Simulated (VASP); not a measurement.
# Be (C2/c) in VASP: a series of runs

Runs on Be. Level: LDA. Tasks: single point.

All numbers are computed with VASP 6.6.1; they aren't measurements. Logs are shortened: lines on timing, memory, paths and dates and some standing lists are left out, and cuts for length are marked.

### 1 The cell of the first run

The typed cell holds 2 atoms: a = 2.229 Å, b = 2.229 Å, c = 4.157 Å, α = 105.53°, β = 105.53°, γ = 120.02°.

### 2 Single point, LDA (7.55 Å³/atom)

Input file INCAR:

```
SYSTEM = Be
ALGO = Normal ; EDIFF = 1E-7
ENCUT = 520 ; GGA = CA
ISIF = 2 ; ISMEAR = -1
LASPH = .True. ; LCHARG = .True.
LELF = .True. ; LREAL = .False.
LVHAR = .True. ; LWAVE = .False.
NBANDS = 9 ; NELM = 60
PREC = Accurate ; SIGMA = 0.1
```

Input file KPOINTS:

```
k-points
0
Gamma
  30 30 15
  0 0 0
```

Input file POSCAR:

```
Be
1.0
   -1.5002586272      1.2300474880      1.0976526415
    1.2300474880     -1.5002586272      1.0976526415
    2.7152468218      2.7152468218     -1.5925448380
Be
2
Direct
    0.9583948535      0.0416051465      0.0000000000
    0.7916051465      0.2083948535      0.5000000000
```

Potentials or basis: VASP PAW LDA potentials, release 64 (Be).

Started as:

```console
$ cat potpaw_LDA.64/Be/POTCAR > POTCAR
$ mpirun -np 1 vasp_std > vasp.out
```

OUTCAR:

```text
SYSTEM = Be
   EDIFF = 1E-7
   ENCUT = 520
   GGA = CA
   ISIF = 2
   ISMEAR = -1
   LASPH = .True.
   LREAL = .False.
   NELM = 60
   PREC = Accurate

 ion  position               nearest neighbor table
   1  0.958  0.042  0.000-   2 2.18   2 2.18   2 2.18   2 2.18   2 2.18   2 2.18
   2  0.792  0.208  0.500-   1 2.18   1 2.18   1 2.18   1 2.18   1 2.18   1 2.18

  Warning from LATTYP: Got some problem with cell dimensions!
  Tried to take original basis but could not verify dimensions!
  LATTYP: Found a base centered monoclinic cell.
 ALAT       =     2.2283162713
 B/A-ratio  =     1.7328042645
 C/A-ratio  =     1.5751560001
 COS(beta)  =    -0.0002418322

  Lattice vectors:

 A1 = (   1.5002586272,  -1.2300474880,  -1.0976526415)
 A2 = (  -1.2300474880,   1.5002586272,  -1.0976526415)
 A3 = (   2.4450356826,   2.4450356826,   0.6027604450)

Analysis of symmetry for initial positions (statically):
=====================================================================
 Subroutine PRICEL returns:
 Original cell was already a primitive cell.

 Routine SETGRP: Setting up the symmetry group for a
 base centered monoclinic supercell.

 Subroutine GETGRP returns: Found  4 space group operations
 (whereof  2 operations were pure point group operations)
 out of a pool of  4 trial point group operations.

The static configuration has the point symmetry C_2 .
 The point group associated with its full space group is C_2h.

Analysis of symmetry for dynamics (positions and initial velocities):
=====================================================================
 Subroutine PRICEL returns:
 Original cell was already a primitive cell.

 Routine SETGRP: Setting up the symmetry group for a
 base centered monoclinic supercell.

 Subroutine GETGRP returns: Found  4 space group operations
 (whereof  2 operations were pure point group operations)
 out of a pool of  4 trial point group operations.

The dynamic configuration has the point symmetry C_2 .
 The point group associated with its full space group is C_2h.

 Subroutine INISYM returns: Found  4 space group operations
 (whereof  2 operations are pure point group operations),
 and found     1 'primitive' translations

----------------------------------------------------------------------------------------

                                     Primitive cell

  volume of cell :      15.0999

  direct lattice vectors                    reciprocal lattice vectors
    -1.500258627  1.230047488  1.097652642    -0.039150551  0.327108747  0.490961107
     1.230047488 -1.500258627  1.097652642     0.327108747 -0.039150551  0.490961107
     2.715246822  2.715246822 -1.592544838     0.198473580  0.198473580  0.048858601

  length of vectors
     2.229043313  2.229043313  4.157081869     0.591249276  0.591249276  0.284904697

  position of ions in fractional coordinates (direct lattice)
     0.958394854  0.041605146  1.000000000
     0.791605146  0.208394854  0.500000000

  ion indices of the primitive-cell ions
   primitive index   ion index
                 1           1
                 2           2

----------------------------------------------------------------------------------------

 KPOINTS: k-points

Automatic generation of k-mesh.
 Grid dimensions read from file:
 generate k-points for:   30   30   15

 Generating k-lattice:

  Cartesian coordinates                     Fractional coordinates (reciprocal lattice)
    -0.001305018  0.010903625  0.016365370     0.033333333 -0.000000000  0.000000000
     0.010903625 -0.001305018  0.016365370    -0.000000000  0.033333333  0.000000000
     0.013231572  0.013231572  0.003257240    -0.000000000 -0.000000000  0.066666667

  Length of vectors
     0.019708309  0.019708309  0.018993646

  Shift w.r.t. Gamma in fractional coordinates (k-lattice)
     0.000000000  0.000000000  0.000000000

 Subroutine IBZKPT returns following result:
 ===========================================

 Found   3496 irreducible k-points:

 Following reciprocal coordinates:
            Coordinates               Weight
  0.000000  0.000000  0.000000      1.000000
  0.033333 -0.000000  0.000000      4.000000
  0.066667  0.000000 -0.000000      4.000000
  0.100000 -0.000000  0.000000      4.000000
  0.133333  0.000000  0.000000      4.000000
  0.166667  0.000000 -0.000000      4.000000
[... 16 lines left out ...]
  0.233333  0.033333  0.000000      4.000000
  0.266667  0.033333 -0.000000      4.000000
 [... further k-points ...]
   k-points           NKPTS =   3496   k-points in BZ     NKDIM =   3496   number of bands    NBANDS=      9
   number of dos      NEDOS =    301   number of ions     NIONS =      2
   total plane-waves  NPLWV =  10368
   dimension x,y,z NGX =    18 NGY =   18 NGZ =   32
   dimension x,y,z NGXF=    36 NGYF=   36 NGZF=   64
   ions per type =               2
   NGX,Y,Z   is equivalent  to a cutoff of  13.42, 13.42, 12.80 a.u.
   NGXF,Y,Z  is equivalent  to a cutoff of  26.85, 26.85, 25.59 a.u.
 SYSTEM =  Be
   PREC   = accura    normal or accurate (medium, high low for compatibility)
   ISTART =      0    job   : 0-new  1-cont  2-samecut
   ICHARG =      2    charge: 1-file 2-atom 10-const
   ISPIN  =      1    spin polarized calculation?
   LNONCOLLINEAR =      F non collinear calculations
   LSORBIT =      F    spin-orbit coupling
   LASPH  =      T    aspherical Exc in radial PAW
   ENCUT  =  520.0 eV  38.22 Ry    6.18 a.u.   4.14  4.14  7.73*2*pi/ulx,y,z
   NELM   =     60;   NELMIN=  2; NELMDL= -5     # of ELM steps
   EDIFF  = 0.1E-06   stopping-criterion for ELM
   LREAL  =      F    real-space projection
   EDIFFG = 0.1E-05   stopping-criterion for IOM
   NSW    =      0    number of steps for IOM
   IBRION =     -1    ionic relax: 0-MD 1-quasi-New 2-CG
   NFREE  =      0    steps in history (QN), initial steepest desc. (CG)
   ISIF   =      2    stress and relaxation
   ISYM   =      2    0-nonsym 1-usesym 2-fastsym
   POTIM  = 0.5000    time-step for ionic-motion
   TEBEG  =    0.0;   TEEND  =   0.0 temperature during run
   PSTRESS=    0.0 pullay stress
   NELECT =       4.0000    total number of electrons
   NUPDOWN=      -1.0000    fix difference up-down
   EMIN   =  10.00;   EMAX   =-10.00  energy-range for DOS
   EFERMI =   0.00;   METHOD = LEGACY
   ISMEAR =    -1;   SIGMA  =   0.10  broadening in eV -4-tet -1-fermi 0-gaus
   EFERMI_NEDOS =   21; number of points for ismear=-14 and -15
   IALGO  =     38    algorithm
   IMIX   =      4    mixing-type and parameters
     AMIX     =   0.40;   BMIX     =  1.00
     AMIX_MAG =   1.60;   BMIX_MAG =  1.00
  volume/ion in A,a.u.               =       7.55        50.95
  Fermi-wavevector in a.u.,A,eV,Ry     =   1.051406  1.986869 15.040613  1.105454
  Thomas-Fermi vector in A             =   2.186447
   LORBIT       =      0    0 simple, 1 ext, 2 COOP (PROOUT), +10 PAW based schemes
   GGA     = CA    functional components
   LHFCALC =     F    Hartree Fock is set to
   AEXX    =    0.0000 exact exchange contribution
   IVDW    =     0    specifies the selected vdW correction
   LEPSILON=     F    determine dielectric tensor
   LRPA    =     F    only Hartree local field effects (RPA)
 non-spin polarized calculation
  energy-cutoff  :      520.00
  volume of cell :       15.10
 maximum number of plane-waves:       424
 NGX is ok and might be reduce to    18
   NGX =  9   NGY =  9   NGZ = 15

 number of electron       4.0000000 magnetization

 Free energy of the ion-electron system (eV)
  ---------------------------------------------------
  ext. energy  EPLUGINS =         0.00000000
  ---------------------------------------------------
  free energy    TOTEN  =        -8.42271068 eV

  energy without entropy =       -8.41900937  energy(sigma->0) =       -8.42086002

 E-fermi :   7.1360     XC(G=0): -10.7739

 val. band max:        7.1349363782   @ k =  -0.4000   0.2000   0.2000
 cond. band min:       7.1377647256   @ k =  -0.2000  -0.2000   0.4000
 fundamental gap:      0.0028283473
 Fermi energy:         7.1359802037

 k-point     1 :       0.0000    0.0000    0.0000
  band No.  band energies     occupation
      1      -4.3011      2.00000
      2       2.5408      2.00000
      3       8.5375      0.00000
      4      23.4597      0.00000
      5      23.4738      0.00000
      6      26.3905      0.00000
      7      26.3966      0.00000
      8      28.4863      0.00000
      9      35.1552      0.00000

 k-point     2 :       0.0333   -0.0000    0.0000
  band No.  band energies     occupation
      1      -4.2596      2.00000
      2       2.5247      2.00000
      3       8.6265      0.00000
      4      23.2085      0.00000
      5      23.2502      0.00000
      6      26.3977      0.00000
      7      26.5132      0.00000
      8      28.3552      0.00000
      9      34.4079      0.00000

 k-point     3 :       0.0667    0.0000   -0.0000
  band No.  band energies     occupation
      1      -4.1350      2.00000
      2       2.4816      2.00000
      3       8.8873      0.00000
      4      22.4924      0.00000
      5      22.7344      0.00000
      6      26.3691      0.00000
      7      26.7257      0.00000
      8      27.9907      0.00000
      9      33.1996      0.00000

 k-point     4 :       0.1000   -0.0000    0.0000
  band No.  band energies     occupation
      1      -3.9271      2.00000
      2       2.4244      2.00000
      3       9.3033      0.00000
      4      21.4612      0.00000
      5      22.1004      0.00000
      6      26.2399      0.00000
      7      26.7945      0.00000
      8      27.4154      0.00000
      9      31.8373      0.00000

 k-point     5 :       0.1333    0.0000    0.0000
  band No.  band energies     occupation
      1      -3.6358      2.00000
      2       2.3693      2.00000
      3       9.8501      0.00000
      4      20.2560      0.00000
      5      21.4511      0.00000
      6      25.8965      0.00000
      7      26.5940      0.00000
      8      26.6055      0.00000
      9      30.5758      0.00000

 k-point     6 :       0.1667    0.0000   -0.0000
  band No.  band energies     occupation
      1      -3.2607      2.00000
      2       2.3312      2.00000
      3      10.4948      0.00000
      4      18.9923      0.00000
      5      20.8371      0.00000
      6      24.8534      0.00000
      7      25.9347      0.00000
      8      26.1240      0.00000
      9      29.6880      0.00000
[... 169 lines left out ...]
 k-point    21 :       0.1667    0.0333   -0.0000
  band No.  band energies     occupation
      1      -2.9619      2.00000
      2       2.1458      2.00000
      3      11.1761      0.00000
      4      18.3849      0.00000
      5      20.4089      0.00000
      6      23.8674      0.00000
      7      25.5004      0.00000
      8      25.5889      0.00000
      9      29.6457      0.00000

 k-point    22 :       0.2000    0.0333    0.0000
  band No.  band energies     occupation
      1      -2.4517      2.00000
      2       2.1491      2.00000
      3      11.8750      0.00000
      4      17.2283      0.00000
      5      19.8700      0.00000
      6      22.1364      0.00000
      7      24.7389      0.00000
      8      25.1226      0.00000
      9      29.2391      0.00000

 k-point    23 :       0.2333    0.0333    0.0000
  band No.  band energies     occupation
      1      -1.8590      2.00000
      2       2.1984      2.00000
      3      12.4007      0.00000
      4      16.3011      0.00000
      5      19.2852      0.00000
      6      20.5286      0.00000
      7      23.9020      0.00000
      8      24.6962      0.00000
      9      28.9092      0.00000

 k-point    24 :       0.2667    0.0333   -0.0000
  band No.  band energies     occupation
      1      -1.1861      2.00000
      2       2.2960      2.00000
      3      12.4602      0.00000
      4      15.7074      0.00000
      5      18.3939      0.00000
      6      19.6231      0.00000
      7      23.0650      0.00000
      8      24.2981      0.00000
      9      28.5840      0.00000

 [... further k-points ...]

------------------------ aborting loop because EDIFF is reached ----------------------------------------

  FORCE on cell =-STRESS in cart. coord.  units (eV):
  Direction    XX          YY          ZZ          XY          YZ          ZX
  --------------------------------------------------------------------------------------
  -------------------------------------------------------------------------------------
  Total        0.0491282      0.0491282      0.0290152      0.0265759      0.0028583      0.0028583
  in kB        5.2127604      5.2127604      3.0786700      2.8198479      0.3032835      0.3032834
  external PRESSURE =       4.5013969 kB  Pullay stress =       0.0000000 kB

 VOLUME and BASIS-vectors are now :
 -----------------------------------------------------------------------------
  energy-cutoff  :      520.00
  volume of cell :       15.10
      direct lattice vectors                 reciprocal lattice vectors
    -1.500258627  1.230047488  1.097652642    -0.039150551  0.327108747  0.490961107
     1.230047488 -1.500258627  1.097652642     0.327108747 -0.039150551  0.490961107
     2.715246822  2.715246822 -1.592544838     0.198473580  0.198473580  0.048858601

 POSITION                                       TOTAL-FORCE (eV/Angst)
 -----------------------------------------------------------------------------------
     -1.38666      1.11645      1.09765         0.000447     -0.000447     -0.000000
      0.42635      2.01869      0.30138        -0.000447      0.000447      0.000000
 -----------------------------------------------------------------------------------
    total drift:                                0.000000     -0.000000      0.000000

  FREE ENERGIE OF THE ION-ELECTRON SYSTEM (eV)
  ---------------------------------------------------
  free  energy   TOTEN  =        -8.4227106835 eV

  energy  without entropy=       -8.4190093664  energy(sigma->0) =       -8.42086002
```

It took 3.8 min on 1 thread of Intel Xeon Platinum 8488C (Sapphire Rapids), shared host; peak memory 0.48 GiB.

Results:

| Quantity | Value |
| --- | --- |
| Free energy | -8.4227 eV |
| Pressure | 0.5 GPa |
| Band gap on the k mesh | zero (bands 2 and 3 overlap by 2.20 eV) |

(Continued in part 2 of 2.)

The gap in the log of VASP goes by the Fermi energy; the results here count the filled bands.